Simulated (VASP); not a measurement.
Here is a VASP 6.6.1 calculation.

File INCAR:

```
SYSTEM = Tl
PREC = Accurate ; ENCUT = 520
EDIFF = 1E-6 ; ISMEAR = -1
SIGMA = 0.1 ; LREAL = .False.
LASPH = .True. ; NELM = 60
ALGO = Normal ; ISIF = 2
LWAVE = .False. ; LCHARG = .True.
GGA = RE ; LELF = .True.
LVHAR = .True. ; NBANDS = 12
```

File KPOINTS:

```
regular mesh
0
Gamma
  18 18 18
  0 0 0
```

Contents of POSCAR:

```
Tl
1.0
   -2.0221028250      2.0221028250      2.0221028250
    2.0221028250     -2.0221028250      2.0221028250
    2.0221028250      2.0221028250     -2.0221028250
Tl
1
Direct
    0.0000000000      0.0000000000      0.0000000000
```

Potentials or basis: VASP PAW PBE potentials, release 64 (Tl_d).

The run is started by

```sh
$ cat potpaw_PBE.64/Tl_d/POTCAR > POTCAR
$ mpirun -np 1 vasp_std > vasp.out
```

Q: Predict the pressure.

A: -0.1 GPa.

Caveat: the PAW data sets were made with another functional, which shifts forces and pressure a little.
